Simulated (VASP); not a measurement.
# KCl (Fm-3m) in VASP: notebook, part 2 of 3

VASP 6.6.1. Earlier steps stand in the parts before.

**3. Elastic constants, PBE**

Contents of INCAR:

```
SYSTEM = KCl
  PREC = Accurate
  ENCUT = 500
  EDIFF = 1E-8
  ISMEAR = 0
  SIGMA = 0.01
  LREAL = .False.
  LASPH = .True.
  NELM = 120
  ALGO = Normal
  ISIF = 3
  LWAVE = .False.
  LCHARG = .False.
  GGA = PE
  NBANDS = 15
  IBRION = 6
  NFREE = 2
  POTIM = 0.015
  NSW = 1
  GGA_COMPAT = .False.
```

Contents of KPOINTS:

```
Automatic mesh
0
Gamma
  5 5 5
  0 0 0
```

Contents of POSCAR:

```
KCl
1.0
    0.0000000000      3.1464700000      3.1464700000
    3.1464700000      0.0000000000      3.1464700000
    3.1464700000      3.1464700000      0.0000000000
K Cl
1 1
Direct
    0.0000000000      0.0000000000      0.0000000000
    0.5000000000      0.5000000000      0.5000000000
```

Potentials or basis: VASP PAW PBE potentials, release 64 (K_sv, Cl).

Started as:

```bash
$ cat potpaw_PBE.64/K_sv/POTCAR potpaw_PBE.64/Cl/POTCAR > POTCAR
$ mpirun -np 1 vasp_std > vasp.out
```

OUTCAR:

```text
SYSTEM = KCl
   PREC = Accurate
   ENCUT = 500
   EDIFF = 1E-8
   ISMEAR = 0
   LREAL = .False.
   LASPH = .True.
   NELM = 120
   ISIF = 3
   GGA = PE
   IBRION = 6
   NFREE = 2
   POTIM = 0.015
   NSW = 1

 ion  position               nearest neighbor table
   1  0.000  0.000  0.000-   2 3.15   2 3.15   2 3.15   2 3.15   2 3.15   2 3.15
   2  0.500  0.500  0.500-   1 3.15   1 3.15   1 3.15   1 3.15   1 3.15   1 3.15

  LATTYP: Found a face centered cubic cell.
 ALAT       =     6.2929400000

  Lattice vectors:

 A1 = (   0.0000000000,   3.1464700000,   3.1464700000)
 A2 = (   3.1464700000,   0.0000000000,   3.1464700000)
 A3 = (   3.1464700000,   3.1464700000,   0.0000000000)

Analysis of symmetry for initial positions (statically):
=====================================================================
 Subroutine PRICEL returns:
 Original cell was already a primitive cell.

 Routine SETGRP: Setting up the symmetry group for a
 face centered cubic supercell.

 Subroutine GETGRP returns: Found 48 space group operations
 (whereof 48 operations were pure point group operations)
 out of a pool of 48 trial point group operations.

The static configuration has the point symmetry O_h .

Analysis of symmetry for dynamics (positions and initial velocities):
=====================================================================
 Subroutine PRICEL returns:
 Original cell was already a primitive cell.

 Routine SETGRP: Setting up the symmetry group for a
 face centered cubic supercell.

 Subroutine GETGRP returns: Found 48 space group operations
 (whereof 48 operations were pure point group operations)
 out of a pool of 48 trial point group operations.

The dynamic configuration has the point symmetry O_h .

 Subroutine INISYM returns: Found 48 space group operations
 (whereof 48 operations are pure point group operations),
 and found     1 'primitive' translations

----------------------------------------------------------------------------------------

                                     Primitive cell

  volume of cell :      62.3018

  direct lattice vectors                    reciprocal lattice vectors
     0.000000000  3.146470000  3.146470000    -0.158908237  0.158908237  0.158908237
     3.146470000  0.000000000  3.146470000     0.158908237 -0.158908237  0.158908237
     3.146470000  3.146470000  0.000000000     0.158908237  0.158908237 -0.158908237

  length of vectors
     4.449780548  4.449780548  4.449780548     0.275237140  0.275237140  0.275237140

  position of ions in fractional coordinates (direct lattice)
     0.000000000  0.000000000  0.000000000
     0.500000000  0.500000000  0.500000000

[... 117 lines left out ...]
  -------------------------------------------------------------------------------------
  Total        0.2996015      0.2996015      0.2996015      0.0000000      0.0000000     -0.0000000
  in kB        7.7046651      7.7046651      7.7046651      0.0000000      0.0000000     -0.0000000
  external PRESSURE =       7.7046651 kB  Pullay stress =       0.0000000 kB
[... 89 lines left out ...]
  FREE ENERGIE OF THE ION-ELECTRON SYSTEM (eV)
  ---------------------------------------------------
  free  energy   TOTEN  =        -6.7970441211 eV

  energy  without entropy=       -6.7970441211  energy(sigma->0) =       -6.79704412

[... ionic steps 4 to 14 ...]

--------------------------------------- Ionic step       15  -------------------------------------------

 number of electron      16.0000001 magnetization

------------------------ aborting loop because EDIFF is reached ----------------------------------------
[... 67 lines left out ...]
--------------------------------------- Ionic step       17  -------------------------------------------

 number of electron      16.0000001 magnetization

 Free energy of the ion-electron system (eV)
  ---------------------------------------------------
  ext. energy  EPLUGINS =         0.00000000
  ---------------------------------------------------
  free energy    TOTEN  =        -6.80353449 eV

  energy without entropy =       -6.80353449  energy(sigma->0) =       -6.80353449

 E-fermi :  -1.7572     XC(G=0):  -7.5391

 val. band max:       -1.8420006544   @ k =   0.0000   0.0000   0.0000
 cond. band min:       3.3446694593   @ k =   0.0000   0.0000   0.0000
 fundamental gap:      5.1866701137
 Fermi energy:        -1.7572435779

 k-point     1 :       0.0000    0.0000    0.0000
  band No.  band energies     occupation
      1     -29.0400      2.00000
      2     -13.9600      2.00000
      3     -12.5006      2.00000
      4     -12.5006      2.00000
      5     -12.5006      2.00000
      6      -1.8420      2.00000
      7      -1.8420      2.00000
      8      -1.8420      2.00000
      9       3.3447      0.00000
     10       6.5388      0.00000
     11       6.5389      0.00000
     12       6.5389      0.00000
     13       7.4153      0.00000
     14       7.4157      0.00000
[... 334 lines left out ...]
  FREE ENERGIE OF THE ION-ELECTRON SYSTEM (eV)
  ---------------------------------------------------
  free  energy   TOTEN  =        -6.8035344918 eV

  energy  without entropy=       -6.8035344918  energy(sigma->0) =       -6.80353449

 INTERNAL STRAIN TENSORS FROM STRAINED CELLS
 ============================================

 INTERNAL STRAIN TENSOR FOR ION    1 for displacements in x,y,z  (eV/Angst):
          X           Y           Z          XY          YZ          ZX
  --------------------------------------------------------------------------------
  x    -0.00000     0.00000     0.00000     0.00000    -0.00000     0.00000
  y    -0.00000     0.00000    -0.00000     0.00000    -0.00000    -0.00000
  z     0.00000    -0.00000     0.00000    -0.00000     0.00000    -0.00000

 INTERNAL STRAIN TENSORS FROM DISPLACED ATOMS
 ============================================

 INTERNAL STRAIN TENSOR FOR ION    1 for displacements in x,y,z  (eV/Angst):
          X           Y           Z          XY          YZ          ZX
  --------------------------------------------------------------------------------
  x     0.00000     0.00000     0.00000     0.00000     0.00000     0.00000
  y     0.00000     0.00000     0.00000     0.00000     0.00000     0.00000
  z     0.00000     0.00000     0.00000     0.00000     0.00000     0.00000

 INTERNAL STRAIN TENSOR FOR ION    2 for displacements in x,y,z  (eV/Angst):
          X           Y           Z          XY          YZ          ZX
  --------------------------------------------------------------------------------
  x     0.00000     0.00000     0.00000     0.00000     0.00000     0.00000
  y     0.00000     0.00000     0.00000     0.00000     0.00000     0.00000
  z     0.00000     0.00000     0.00000     0.00000     0.00000     0.00000

 Eigenvectors and eigenvalues of the dynamical matrix
 ----------------------------------------------------

   1 f  =    4.210577 THz    26.455836 2PiTHz  140.449731 cm-1    17.413539 meV
             X         Y         Z           dx          dy          dz
      0.000000  0.000000  0.000000    -0.689571   -0.000000   -0.000000
      3.146470  3.146470  3.146470     0.724218   -0.000000    0.000000
[... 21 lines left out ...]
   6 f/i=    0.000192 THz     0.001207 2PiTHz    0.006406 cm-1     0.000794 meV
             X         Y         Z           dx          dy          dz
      0.000000  0.000000  0.000000    -0.014777   -0.044130   -0.722721
      3.146470  3.146470  3.146470    -0.014070   -0.042019   -0.688146

--------------------------------------------------------------------------------------------------------

 ELASTIC MODULI CONTR FROM IONIC RELAXATION (kBar)
 Direction    XX          YY          ZZ          XY          YZ          ZX
 --------------------------------------------------------------------------------
 XX           0.0000      0.0000      0.0000      0.0000      0.0000      0.0000
 YY           0.0000      0.0000      0.0000      0.0000      0.0000      0.0000
 ZZ           0.0000      0.0000      0.0000      0.0000      0.0000      0.0000
 XY           0.0000      0.0000      0.0000      0.0000      0.0000      0.0000
 YZ           0.0000      0.0000      0.0000      0.0000      0.0000      0.0000
 ZX           0.0000      0.0000      0.0000      0.0000      0.0000      0.0000
 --------------------------------------------------------------------------------

 TOTAL ELASTIC MODULI (kBar)
 Direction    XX          YY          ZZ          XY          YZ          ZX
 --------------------------------------------------------------------------------
 XX         453.0291     65.8513     65.8513     -0.0000      0.0000     -0.0000
 YY          65.8513    453.0291     65.8513      0.0000      0.0000      0.0000
 ZZ          65.8513     65.8513    453.0291      0.0000      0.0000     -0.0000
 XY          -0.0000      0.0000      0.0000     64.2059      0.0000      0.0000
 YZ           0.0000      0.0000      0.0000      0.0000     64.2059      0.0000
 ZX          -0.0000      0.0000     -0.0000      0.0000      0.0000     64.2059
 --------------------------------------------------------------------------------
```

OSZICAR:

```text
N       E                     dE             d eps       ncg     rms          rms(c)
DAV:   1     0.994848122875E+02    0.99485E+02   -0.69682E+03   300   0.920E+02
DAV:   2    -0.730304099240E+00   -0.10022E+03   -0.93591E+02   391   0.235E+02
DAV:   3    -0.686751407278E+01   -0.61372E+01   -0.61081E+01   405   0.506E+01
[... 225 lines left out ...]
DAV:   9    -0.680353481546E+01    0.45438E-06   -0.32924E-07   753   0.338E-03    0.233E-02
DAV:  10    -0.680353455221E+01    0.26325E-06   -0.37357E-07   673   0.315E-03    0.141E-02
DAV:  11    -0.680353451194E+01    0.40270E-07   -0.66078E-08   596   0.135E-03    0.988E-03
DAV:  12    -0.680353449437E+01    0.17564E-07   -0.17930E-08   477   0.727E-04    0.703E-03
DAV:  13    -0.680353449180E+01    0.25757E-08   -0.13124E-08   512   0.604E-04
  17 F= -.68035345E+01 E0= -.68035345E+01  d E =-.850248E-35
```

stdout:

```text
POSCAR found type information on POSCAR K Cl
 POSCAR found :  2 types and       2 ions
 scaLAPACK will be used
 LDA part: xc-table for (Slater+PW92), standard interpolation
 POSCAR, INCAR and KPOINTS ok, starting setup
 FFT: planning ... GRIDC
 FFT: planning ... GRID_SOFT
 FFT: planning ... GRID
 WAVECAR not read
 entering main loop
 Found     2 degrees of freedom:
 Adding 6 more for cell shape distortion
 Finite differences POTIM= 0.01500 DOF=   8
 bond charge predicted
 Finite differences progress:
 bond charge predicted
 Finite differences progress:
 bond charge predicted
 Finite differences progress:
 bond charge predicted
 Finite differences progress:
 bond charge predicted
 Finite differences progress:
 bond charge predicted
 Finite differences progress:
 bond charge predicted
 Finite differences progress:
 bond charge predicted
 Finite differences progress:
 bond charge predicted
 Finite differences progress:
 bond charge predicted
 Finite differences progress:
 bond charge predicted
 Finite differences progress:
 bond charge predicted
 Finite differences progress:
 bond charge predicted
 Finite differences progress:
 bond charge predicted
 Finite differences progress:
 bond charge predicted
 Finite differences progress:
 bond charge predicted
 Finite differences progress:
```

Run time: 1.7 min. Hardware: 1 thread of Intel Xeon 6975P-C (Granite Rapids), shared host; peak memory 0.21 GiB.

What came out:

```
Elastic constants C11, C12, C44                         : 45, 7, 6 GPa
Voigt bulk modulus                                      : 19 GPa
Highest phonon frequency at Γ, LO-TO splitting left out : 140 cm⁻¹
```

Phonon frequencies in cm⁻¹ (negative: imaginary):
| q point | frequencies |
| --- | --- |
| (0.000, 0.000, 0.000) | 0 0 0 140 140 140 |

Elastic tensor in Voigt notation (GPa, in the Cartesian axes of the cell as first typed):
```
45  7  7  0  0  0
 7 45  7  0  0  0
 7  7 45  0  0  0
 0  0  0  6  0  0
 0  0  0  0  6  0
 0  0  0  0  0  6
```

Clamped-ion elastic tensor (GPa):
```
45  7  7  0  0  0
 7 45  7  0  0  0
 7  7 45  0  0  0
 0  0  0  6  0  0
 0  0  0  0  6  0
 0  0  0  0  0  6
```

**4. Dielectric tensor, LDA**

Contents of INCAR:

```
SYSTEM = KCl
ALGO = Normal
EDIFF = 1E-8
ENCUT = 400
GGA = CA
GGA_COMPAT = .False.
ISIF = 2
ISMEAR = 0
LASPH = .True.
LCHARG = .False.
LEPSILON = .True.
LREAL = .False.
LWAVE = .False.
NELM = 120
PREC = Accurate
SIGMA = 0.01
```

Contents of KPOINTS:

```
k-points
0
Gamma
  7 7 7
  0 0 0
```

POSCAR is that of step 3.

Potentials or basis: VASP PAW LDA potentials, release 64 (K_sv, Cl).

Started as:

```bash
$ cat potpaw_LDA.64/K_sv/POTCAR potpaw_LDA.64/Cl/POTCAR > POTCAR
$ mpirun -np 1 vasp_std > vasp.out
```

OUTCAR:

```text
SYSTEM = KCl
   EDIFF = 1E-8
   ENCUT = 400
   GGA = CA
   ISIF = 2
   ISMEAR = 0
   LASPH = .True.
   LEPSILON = .True.
   LREAL = .False.
   NELM = 120
   PREC = Accurate

 ion  position               nearest neighbor table
   1  0.000  0.000  0.000-   2 3.15   2 3.15   2 3.15   2 3.15   2 3.15   2 3.15
   2  0.500  0.500  0.500-   1 3.15   1 3.15   1 3.15   1 3.15   1 3.15   1 3.15

  LATTYP: Found a face centered cubic cell.
 ALAT       =     6.2929400000

  Lattice vectors:

 A1 = (   0.0000000000,   3.1464700000,   3.1464700000)
 A2 = (   3.1464700000,   0.0000000000,   3.1464700000)
 A3 = (   3.1464700000,   3.1464700000,   0.0000000000)

Analysis of symmetry for initial positions (statically):
=====================================================================
 Subroutine PRICEL returns:
 Original cell was already a primitive cell.

 Routine SETGRP: Setting up the symmetry group for a
 face centered cubic supercell.

 Subroutine GETGRP returns: Found 48 space group operations
 (whereof 48 operations were pure point group operations)
 out of a pool of 48 trial point group operations.

The static configuration has the point symmetry O_h .

Analysis of symmetry for dynamics (positions and initial velocities):
=====================================================================
 Subroutine PRICEL returns:
 Original cell was already a primitive cell.

 Routine SETGRP: Setting up the symmetry group for a
 face centered cubic supercell.

 Subroutine GETGRP returns: Found 48 space group operations
 (whereof 48 operations were pure point group operations)
[... 473 lines left out ...]
  free  energy   TOTEN  =        -7.3699259434 eV

  energy  without entropy=       -7.3699259434  energy(sigma->0) =       -7.36992594

 HEAD OF MICROSCOPIC STATIC DIELECTRIC TENSOR (INDEPENDENT PARTICLE, excluding Hartree and local field effects)
 ------------------------------------------------------
           2.691957     0.000000     0.000000
           0.000000     2.691957     0.000000
          -0.000000     0.000000     2.691957
 ------------------------------------------------------

 Free energy of the ion-electron system (eV)
  ---------------------------------------------------
  ---------------------------------------------------
  free energy    TOTEN  =        -0.26455659 eV

  energy without entropy =       -0.26455659

------------------------ aborting loop because EDIFF is reached ----------------------------------------

--------------------------------------- Ionic step        2  -------------------------------------------

------------------------ aborting loop because EDIFF is reached ----------------------------------------

--------------------------------------- Ionic step        3  -------------------------------------------

 Free energy of the ion-electron system (eV)
  ---------------------------------------------------
  ---------------------------------------------------
  free energy    TOTEN  =        -0.26455782 eV

  energy without entropy =       -0.26455782

------------------------ aborting loop because EDIFF is reached ----------------------------------------

 PIEZOELECTRIC TENSOR FIELD DIRECTION 3  (e Angst)
 -----------------------------------------------------------------------------
    -0.00008  0.00000  0.00000           ( -0.00000  0.00000  0.00000)
     0.00000 -0.00008 -0.00000           (  0.00000 -0.00000  0.00000)
     0.00000  0.00000 -0.00073           (  0.00000  0.00000  0.00000)

 PIEZOELECTRIC TENSOR FIELD DIRECTION 3  (C/m^2)
 -----------------------------------------------------------------------------
    -0.00002  0.00000  0.00000
     0.00000 -0.00002 -0.00000
     0.00000  0.00000 -0.00019

 MACROSCOPIC STATIC DIELECTRIC TENSOR (including local field effects in DFT)
 ------------------------------------------------------
           2.398084    -0.000000    -0.000000
          -0.000000     2.398084     0.000000
          -0.000000     0.000000     2.398084
 ------------------------------------------------------

 PIEZOELECTRIC TENSOR (including local field effects)  for field in x, y, z        (e  Angst)
          XX          YY          ZZ          XY          YZ          ZX
  --------------------------------------------------------------------------------
  x     0.00000     0.00000     0.00000     0.00000     0.00000     0.00000
  y     0.00000     0.00000     0.00000     0.00000     0.00000     0.00000
  z     0.00000     0.00000     0.00000     0.00000     0.00000     0.00000

 PIEZOELECTRIC TENSOR (including local field effects)  for field in x, y, z        (C/m^2)
          XX          YY          ZZ          XY          YZ          ZX
  --------------------------------------------------------------------------------
  x     0.00000     0.00000     0.00000     0.00000     0.00000     0.00000
  y     0.00000     0.00000     0.00000     0.00000     0.00000     0.00000
  z     0.00000     0.00000     0.00000     0.00000     0.00000     0.00000

 BORN EFFECTIVE CHARGES (including local field effects) (in |e|, cummulative output)
 ---------------------------------------------------------------------------------
 ion    1
    1     1.12366     0.00000     0.00000
    2    -0.00000     1.12366     0.00000
    3     0.00000     0.00000     1.12366
 ion    2
    1    -1.12366    -0.00000     0.00000
    2     0.00000    -1.12366     0.00000
    3     0.00000     0.00000    -1.12366
```

stdout:

```text
POSCAR found type information on POSCAR K Cl
 POSCAR found :  2 types and       2 ions
 scaLAPACK will be used
 LDA part: xc-table for (Slater(with rela. corr.)+CA(PZ))
 , standard interpolation
 POSCAR, INCAR and KPOINTS ok, starting setup
 FFT: planning ... GRIDC
 FFT: planning ... GRID_SOFT
 FFT: planning ... GRID
 WAVECAR not read
 entering main loop
 Linear response reoptimize wavefunctions to high precision
 Linear response G [H, r] |phi>, progress :
  Direction:   1
 Linear response G [H, r] |phi>, progress :
  Direction:   2
 Linear response G [H, r] |phi>, progress :
  Direction:   3
 Linear response to external field (no local field effect), progress :
  Direction:   1
 dielectric tensor                  component  1 :     2.895     0.200     0.102
 Linear response to external field (no local field effect), progress :
  Direction:   2
 dielectric tensor                  component  2 :     0.200     2.705    -0.142
 Linear response to external field (no local field effect), progress :
  Direction:   3
 dielectric tensor                  component  3 :     0.102    -0.142     2.475
 Linear response to external field, progress :
  Direction:   1
 dielectric tensor                  component  1 :     2.398     0.134     0.043
 Linear response to external field, progress :
  Direction:   2
 dielectric tensor                  component  2 :     0.089     2.398    -0.045
 Linear response to external field, progress :
  Direction:   3
 dielectric tensor                  component  3 :    -0.003     0.047     2.398
 Born effective charges drift removed
```

It took 6.2 min on 1 thread of AMD EPYC 7R43 (Zen 3), shared host; peak memory 0.15 GiB.

What came out:

| Property | Result |
| --- | --- |
| Band gap on the k mesh | 4.75 eV |
| Electronic dielectric tensor (diagonal) | 2.40 |
| Born charges (mean of the diagonal) | K +1.12; Cl -1.12 e |

Electronic dielectric tensor:
```
2.40 0.00 0.00
0.00 2.40 0.00
0.00 0.00 2.40
```

Born effective charge tensors (e):
atom 1, K
```
1.12 0.00 0.00
0.00 1.12 0.00
0.00 0.00 1.12
```
atom 2, Cl
```
-1.12  0.00  0.00
 0.00 -1.12  0.00
 0.00  0.00 -1.12
```

Caveat: an odd mesh through Γ misses points on the zone boundary, where band edges can lie. LDA gaps usually lie below the measured ones, often by a third to a half.

(Continued in part 3 of 3.)
